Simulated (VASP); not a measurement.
The system is AgPd2.

```
CELL_PARAMETERS angstrom
1.68105 0.97055 5.07720
-1.68105 0.97055 5.07720
0.00000 -1.94111 5.07720
ATOMIC_POSITIONS crystal
Ag 0.00000 0.00000 0.00000
Pd 0.75000 0.75000 0.75000
Pd 0.25000 0.25000 0.25000
```

| Item | Value |
| --- | --- |
| Program | VASP 6.6.1 |
| Task | relaxation of cell and atoms |
| Functional | PBE |
| Potentials or basis | VASP PAW PBE potentials, release 64 (Ag, Pd) |
| Cutoff | 600 eV |
| k mesh | 6 × 6 × 6 |
| Occupations | gaussian, width 0.1 eV |
| Spin | no spin polarisation |

At the start: pressure 47.8 GPa; volume 16.57 Å³/atom.

Q: How do energy, volume and symmetry change on relaxing?

A: Over 30 steps the energy falls by 1612.8 meV/atom and the volume is 16.01 Å³/atom (-3.4 %); space group R-3m (No. 166, to 0.1 Å) before and after.

The path:
```csv
step,energy change (eV),largest force (eV/Å),pressure (GPa),volume (Å³)
1,0.0000,6.8981,47.79,49.70
2,-0.7795,0.1402,-11.74,94.34
3,-2.5193,1.2157,-6.61,66.76
4,-2.5422,1.3822,-5.37,65.45
5,-2.5496,1.6097,-3.60,63.89
6,-2.8578,1.7008,-3.22,60.86
7,-3.4025,0.3244,7.13,52.34
8,-3.4023,0.9122,3.49,53.85
9,-3.4125,0.6413,5.21,53.08
10,-3.5040,0.7834,1.21,55.00
11,-3.5111,0.4810,1.72,54.60
12,-3.5936,0.2145,-2.48,56.13
13,-3.6536,0.0114,-7.00,58.21
14,-3.6901,0.0263,-7.40,58.14
15,-3.8013,0.1559,-8.55,57.87
16,-4.0218,0.3964,-10.54,57.12
17,-4.4346,0.5054,-11.98,54.77
18,-3.4959,0.3331,18.67,47.38
19,-4.4911,0.5962,-11.46,54.15
20,-4.5696,0.6230,-9.50,52.88
21,-4.6858,0.7901,-1.30,49.02
22,-4.6860,0.7828,-1.71,49.17
23,-4.7415,0.7505,-1.07,48.68
24,-4.8159,0.4095,2.33,47.22
25,-4.8324,0.0892,-0.37,48.09
26,-4.8324,0.0752,-0.49,48.13
27,-4.8371,0.0155,0.00,47.96
28,-4.8382,0.0250,0.34,47.84
29,-4.8382,0.0276,0.39,47.83
30,-4.8383,0.0154,-0.22,48.03
```

Final structure:
```
Ag Pd
1.0
     1.40666    0.81214    7.00779
    -1.40666    0.81214    7.00779
     0.00000   -1.62427    7.00779
Ag Pd
1 2
Direct
  0.00000 0.00000 0.00000
  0.77863 0.77863 0.77863
  0.22137 0.22137 0.22137
```

Caveat: the k points lie up to 0.43 Å⁻¹ apart in the final cell, too coarse for converged energies and pressures of a metal; a cell axis changed by over 15 % at a fixed basis, so the end point is rough.
